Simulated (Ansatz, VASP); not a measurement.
**One calculation of InAs, two programs**

File POSCAR:

```
InAs
1.0
    0.0000000000      3.0180000000      3.0180000000
    3.0180000000      0.0000000000      3.0180000000
    3.0180000000      3.0180000000      0.0000000000
In As
1 1
Direct
    0.0000000000      0.0000000000      0.0000000000
    0.7500000000      0.7500000000      0.7500000000
```

Contents of INCAR.step1:

```
ALGO = Normal
EDIFF = 1E-5
ENCUT = 520
GGA = PE
ISIF = 2
ISMEAR = -1
LASPH = T
LCHARG = F
LREAL = F
LWAVE = T
NBANDS = 16
NELM = 60
PREC = Accurate
SIGMA = 0.05
```

The input INCAR.step2:

```
AEXX = 0.1
ALGO = Normal
EDIFF = 1E-6
ENCUT = 520
GGA = PE
HFSCREEN = 0.2
ISIF = 2
ISMEAR = -1
ISTART = 1
LASPH = T
LCHARG = F
LHFCALC = T
LREAL = F
LWAVE = F
NBANDS = 16
NELM = 60
PREC = Accurate
PRECFOCK = Normal
SIGMA = 0.05
```

The input KPOINTS:

```
k-points
0
Gamma
  4 4 4
```

input.yaml

```yaml
crystal:
  lattice:
    - [0.0, 3.018, 3.018]
    - [3.018, 0.0, 3.018]
    - [3.018, 3.018, 0.0]
  atoms:
    - { symbol: In, position: [0.0, 0.0, 0.0] }
    - { symbol: As, position: [0.75, 0.75, 0.75] }
kpoints:
  mp_grid: { grid: [4, 4, 4] }
scf:
  occupations: { method: fermi_dirac, width: 0.05 }
hamiltonian:
  xc: { preset: hse06, exx: { coeff: 0.1, omega: 0.2 } }
  pseudopotentials: { kind: all_electron, datasets: crystal }
output:
  forces: true
  stress: true
```

Alike in both runs: task single point; functional PBE-based screened hybrid; k mesh 4 × 4 × 4; occupations fermi-dirac, width 0.05 eV; no spin polarisation.

|  | VASP | Ansatz |
| --- | --- | --- |
| version | VASP 6.6.1 | Ansatz 0.2.0 |
| potentials or method | VASP PAW PBE potentials, release 64 (In_d, As), cutoff 520 eV | all-electron PAW datasets made for the crystal |

Ansatz gave:

| Item | Value |
| --- | --- |
| gap on the k mesh at the Fermi level (eV) | 0.11 |
| least direct gap on the mesh (eV) | 0.11 |
| pressure (GPa) | 3.8 |

Task: What did VASP give for the same quantities?

Result: gap on the k mesh at the Fermi level (eV): 0.11; least direct gap on the mesh (eV): 0.11; pressure (GPa): 3.7.

VASP's potentials were made for PBE, not for PBE-based screened hybrid. Ansatz ran all-electron here, and VASP with PAW potentials.

The k mesh is coarse, so the values compare programs but aren't converged. Noted on Ansatz's run: the program warned that the printed levels may be off, so bands, gaps and densities of states are rough.
